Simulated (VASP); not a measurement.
# Pb (Fm-3m) in VASP: a series of runs, part 2 of 2

VASP 6.6.1.

**4. Single point, PBEsol (volume scaled by 0.94)**

Input file INCAR:

```
SYSTEM = Pb
PREC = Accurate ; ENCUT = 520
EDIFF = 1E-6 ; ISMEAR = 0
SIGMA = 0.1 ; LREAL = .FALSE.
LASPH = .TRUE. ; NELM = 60
ALGO = Normal ; ISIF = 2
LWAVE = .FALSE. ; LCHARG = .FALSE.
GGA = PS ; NBANDS = 13
```

Input file KPOINTS:

```
regular mesh
0
G
  14 14 14
  0 0 0
```

Input file POSCAR:

```
Pb
1.0
    0.0000000000      2.4165483046      2.4165483046
    2.4165483046      0.0000000000      2.4165483046
    2.4165483046      2.4165483046      0.0000000000
Pb
1
Direct
    0.0000000000      0.0000000000      0.0000000000
```

Potentials or basis: VASP PAW PBE potentials, release 64 (Pb_d).

Command:

```
$ cat potpaw_PBE.64/Pb_d/POTCAR > POTCAR
$ mpirun -np 1 vasp_std > vasp.out
```

OUTCAR:

```text
SYSTEM = Pb
   PREC = Accurate
   ENCUT = 520
   EDIFF = 1E-6
   ISMEAR = 0
   LREAL = .FALSE.
   LASPH = .TRUE.
   NELM = 60
   ISIF = 2
   GGA = PS

 ion  position               nearest neighbor table
   1  0.000  0.000  0.000-

  LATTYP: Found a face centered cubic cell.
 ALAT       =     4.8330966092

  Lattice vectors:

 A1 = (   0.0000000000,   2.4165483046,   2.4165483046)
 A2 = (   2.4165483046,   0.0000000000,   2.4165483046)
 A3 = (   2.4165483046,   2.4165483046,   0.0000000000)

Analysis of symmetry for initial positions (statically):
=====================================================================
 Subroutine PRICEL returns:
 Original cell was already a primitive cell.

 Routine SETGRP: Setting up the symmetry group for a
 face centered cubic supercell.

 Subroutine GETGRP returns: Found 48 space group operations
[... 9 lines left out ...]

 Routine SETGRP: Setting up the symmetry group for a
 face centered cubic supercell.

 Subroutine GETGRP returns: Found 48 space group operations
[... 11 lines left out ...]
                                     Primitive cell

  volume of cell :      28.2239

  direct lattice vectors                    reciprocal lattice vectors
     0.000000000  2.416548305  2.416548305    -0.206906685  0.206906685  0.206906685
     2.416548305  0.000000000  2.416548305     0.206906685 -0.206906685  0.206906685
     2.416548305  2.416548305  0.000000000     0.206906685  0.206906685 -0.206906685

  length of vectors
     3.417515386  3.417515386  3.417515386     0.358372892  0.358372892  0.358372892

  position of ions in fractional coordinates (direct lattice)
     0.000000000  0.000000000  0.000000000

  ion indices of the primitive-cell ions
   primitive index   ion index
                 1           1

----------------------------------------------------------------------------------------

 KPOINTS: regular mesh

Automatic generation of k-mesh.
 Grid dimensions read from file:
 generate k-points for:   14   14   14

 Generating k-lattice:

[... 82 lines left out ...]
  volume/ion in A,a.u.               =      28.22       190.46
  Fermi-wavevector in a.u.,A,eV,Ry     =   1.295922  2.448937 22.849795  1.679413
  Thomas-Fermi vector in A             =   2.427411
   LORBIT       =      0    0 simple, 1 ext, 2 COOP (PROOUT), +10 PAW based schemes
   GGA     = PS    functional components
   LHFCALC =     F    Hartree Fock is set to
   AEXX    =    0.0000 exact exchange contribution
   IVDW    =     0    specifies the selected vdW correction
   LEPSILON=     F    determine dielectric tensor
   LRPA    =     F    only Hartree local field effects (RPA)
 non-spin polarized calculation
 Gauss-broadening in eV      SIGMA  =   0.10
  energy-cutoff  :      520.00
  volume of cell :       28.22
 maximum number of plane-waves:       778
 NGX is ok and might be reduce to    28
   NGX = 13   NGY = 13   NGZ = 13

 number of electron      14.0000002 magnetization

 Free energy of the ion-electron system (eV)
  ---------------------------------------------------
  ext. energy  EPLUGINS =         0.00000000
  ---------------------------------------------------
  free energy    TOTEN  =        -3.98488679 eV

  energy without entropy =       -3.98294566  energy(sigma->0) =       -3.98391623

 E-fermi :   7.9921     XC(G=0): -10.6905

 val. band max:        7.9542055084   @ k =  -0.2857   0.2857   0.0714
 cond. band min:       8.0806987438   @ k =   0.3571   0.2143   0.0000
 fundamental gap:      0.1264932354
 Fermi energy:         7.9921227623

 k-point     1 :       0.0000    0.0000    0.0000
  band No.  band energies     occupation
      1      -9.1159      2.00000
      2      -9.1159      2.00000
      3      -9.1159      2.00000
      4      -8.9393      2.00000
      5      -8.9393      2.00000
      6      -4.3479      2.00000
      7      15.9197      0.00000
      8      15.9197      0.00000
      9      15.9197      0.00000
     10      17.7297      0.00000
     11      20.1701      0.00000
     12      20.9595      0.00000
     13      20.9595      0.00000
[... 354 lines left out ...]
  band No.  band energies     occupation
      1      -9.1705      2.00000
      2      -9.0453      2.00000
      3      -9.0092      2.00000
      4      -8.9592      2.00000
      5      -8.8542      2.00000
      6      -2.7927      2.00000
      7       9.3472      0.00000
      8      12.9677      0.00000
      9      13.3176      0.00000
     10      16.5407      0.00000
     11      18.2932      0.00000
     12      22.4246      0.00000
     13      22.7448      0.00000

 [... further k-points ...]
[... 5 lines left out ...]
  --------------------------------------------------------------------------------------
  -------------------------------------------------------------------------------------
  Total        0.6017073      0.6017073      0.6017073      0.0000000     -0.0000000     -0.0000000
  in kB       34.1569775     34.1569775     34.1569775      0.0000000     -0.0000000     -0.0000000
  external PRESSURE =      34.1569775 kB  Pullay stress =       0.0000000 kB

 VOLUME and BASIS-vectors are now :
 -----------------------------------------------------------------------------
  energy-cutoff  :      520.00
  volume of cell :       28.22
      direct lattice vectors                 reciprocal lattice vectors
     0.000000000  2.416548305  2.416548305    -0.206906685  0.206906685  0.206906685
     2.416548305  0.000000000  2.416548305     0.206906685 -0.206906685  0.206906685
     2.416548305  2.416548305  0.000000000     0.206906685  0.206906685 -0.206906685

 POSITION                                       TOTAL-FORCE (eV/Angst)
 -----------------------------------------------------------------------------------
      0.00000      0.00000      0.00000         0.000000      0.000000      0.000000
 -----------------------------------------------------------------------------------
    total drift:                               -0.000000     -0.000000     -0.000000

  FREE ENERGIE OF THE ION-ELECTRON SYSTEM (eV)
  ---------------------------------------------------
  free  energy   TOTEN  =        -3.9848867936 eV

  energy  without entropy=       -3.9829456566  energy(sigma->0) =       -3.98391623
```

OSZICAR:

```text
N       E                     dE             d eps       ncg     rms          rms(c)
DAV:   1     0.107407787595E+03    0.10741E+03   -0.71669E+03  2734   0.128E+03
DAV:   2     0.821006171484E+00   -0.10659E+03   -0.10331E+03  2824   0.313E+02
DAV:   3    -0.389577797969E+01   -0.47168E+01   -0.47029E+01  3357   0.716E+01
DAV:   4    -0.400044528693E+01   -0.10467E+00   -0.10465E+00  3349   0.111E+01
DAV:   5    -0.400493030342E+01   -0.44850E-02   -0.44848E-02  3726   0.215E+00    0.657E-01
DAV:   6    -0.398927343691E+01    0.15657E-01   -0.19091E-02  3460   0.256E+00    0.304E-01
DAV:   7    -0.398518350668E+01    0.40899E-02   -0.77974E-03  3482   0.150E+00    0.893E-02
DAV:   8    -0.398488979757E+01    0.29371E-03   -0.45172E-04  4143   0.354E-01    0.929E-03
DAV:   9    -0.398488721096E+01    0.25866E-05   -0.76194E-06  3546   0.519E-02    0.445E-03
DAV:  10    -0.398488679362E+01    0.41733E-06   -0.43833E-07  2282   0.681E-03
   1 F= -.39848868E+01 E0= -.39839162E+01  d E =-.194114E-02
```

Wall time 30 s (1 thread of Intel Xeon Platinum 8488C (Sapphire Rapids), shared host); peak memory 0.17 GiB.

Results:

```yaml
Free_energy: -3.9849 eV
Pressure: 3.4 GPa
Band_gap_on_the_k_mesh: zero (band 7 reaches 15.92 eV, above the bottom of band 8 at 6.21 eV)
```

Caveat: the PAW data sets were made with another functional, which shifts forces and pressure a little; spin-orbit coupling is left out, which moves the levels of the heavy elements.

**5. Single point, PBEsol (volume scaled by 0.97)**

Input file INCAR:

```
PREC = Accurate
ENCUT = 520
EDIFF = 1E-6
ISMEAR = 0
SIGMA = 0.1
LREAL = False
LASPH = True
NELM = 100
ALGO = Normal
ISIF = 2
LWAVE = False
LCHARG = True
GGA = PS
LELF = True
LVHAR = True
NBANDS = 13
```

Input file KPOINTS:

```
regular mesh
0
Gamma
  14 14 14
```

Input file POSCAR:

```
Pb
1.0
    0.0000000000      2.4419875246      2.4419875246
    2.4419875246      0.0000000000      2.4419875246
    2.4419875246      2.4419875246      0.0000000000
Pb
1
Direct
    0.0000000000      0.0000000000      0.0000000000
```

Command:

```
$ cat potpaw_PBE.64/Pb_d/POTCAR > POTCAR
$ mpirun -np 1 vasp_std > vasp.out
```

It took 27 s on 1 thread of Intel Xeon Platinum 8488C (Sapphire Rapids), shared host; peak memory 0.18 GiB.

It converged, with:

```
Free energy            : -3.9992 eV
Pressure               : 1.5 GPa
Band gap on the k mesh : zero (band 7 reaches 15.29 eV, above the bottom of band 8 at 5.91 eV)
```

Levels at points of the mesh, in eV from the Fermi level:
```csv
k point,band 5,band 6,band 7,band 8,band 9,band 10
"(0.00, 0.00, 0.00)",-16.91,-12.10,7.68,7.68,7.68,9.74
"(0.50, 0.00, 0.00)",-16.75,-8.22,-4.47,5.75,5.75,9.20
"(0.50, 0.50, 0.00)",-16.72,-6.71,-3.50,2.03,2.03,5.44
```

Caveat: the PAW data sets were made with another functional, which shifts forces and pressure a little; spin-orbit coupling is left out, which moves the levels of the heavy elements.

**6. The runs side by side**

```csv
cell,gap on the mesh (eV),pressure (GPa)
"a = 3.343 Å, angles 60.0°, 1 atom",none,8.4
"a = 3.381 Å, angles 60.0°, 1 atom",none,5.7
"a = 3.418 Å, angles 60.0°, 1 atom",none,3.4
"a = 3.453 Å, angles 60.0°, 1 atom",none,1.5
```

Alike in all rows: task single point; level PBEsol; potentials or basis VASP PAW PBE potentials, release 64 (Pb_d); no spin polarisation; k mesh 14 × 14 × 14; cutoff (eV) 520; smearing gaussian 0.1 eV.

Caveats: the PAW data sets were made with another functional, which shifts forces and pressure a little; spin-orbit coupling is left out, which moves the levels of the heavy elements.

Absolute energies hang on the potentials; compare differences alone.
